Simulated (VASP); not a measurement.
Here is a VASP 6.6.1 calculation.

INCAR

```
PREC     = Accurate       # precision mode
ENCUT    = 520            # plane-wave cutoff, eV
EDIFF    = 1E-6           # SCF threshold, eV
ISMEAR   = -1             # smearing method
SIGMA    = 0.05           # smearing width, eV
LREAL    = F              # projectors in reciprocal space
LASPH    = T              # aspherical terms in the spheres
NELM     = 60             # most SCF steps
ALGO     = Fast           # electronic algorithm
ISIF     = 2              # what is computed and relaxed
LWAVE    = F              # write WAVECAR
LCHARG   = T              # write CHGCAR
GGA      = PS             # functional
LELF     = T              # ELF
LVHAR    = T            
NBANDS   = 38             # bands
```

Contents of KPOINTS:

```
Automatic mesh
0
Gamma
  7 7 7
```

File POSCAR:

```
Bi
1.0
   -4.4497480000      4.4497480000      2.0656320000
    4.4497480000     -4.4497480000      2.0656320000
    4.4497480000      4.4497480000     -2.0656320000
Bi
4
Direct
    0.1456555000      0.3543445000      0.5000000000
    0.8543445000      0.6456555000      0.5000000000
    0.6456555000      0.1456555000      0.7913110000
    0.3543445000      0.8543445000      0.2086890000
```

Potentials or basis: VASP PAW PBE potentials, release 64 (Bi_d).

Command:

```console
$ cat potpaw_PBE.64/Bi_d/POTCAR > POTCAR
$ mpirun -np 1 vasp_std > vasp.out
```

What does it give for the pressure?

-1.9 GPa.

Predict the band gap on the k mesh.

zero (bands 30 and 31 overlap by 1.44 eV).

Estimate the largest force.

0.124 eV/Å.

Forces in eV/Å, atoms in the order of the input:
```
Bi   0.087 -0.087  0.000
Bi  -0.087  0.087  0.000
Bi  -0.087 -0.087  0.000
Bi   0.087  0.087  0.000
```

Caveat: the PAW data sets were made with another functional, which shifts forces and pressure a little; spin-orbit coupling is left out, which moves the levels of the heavy elements.
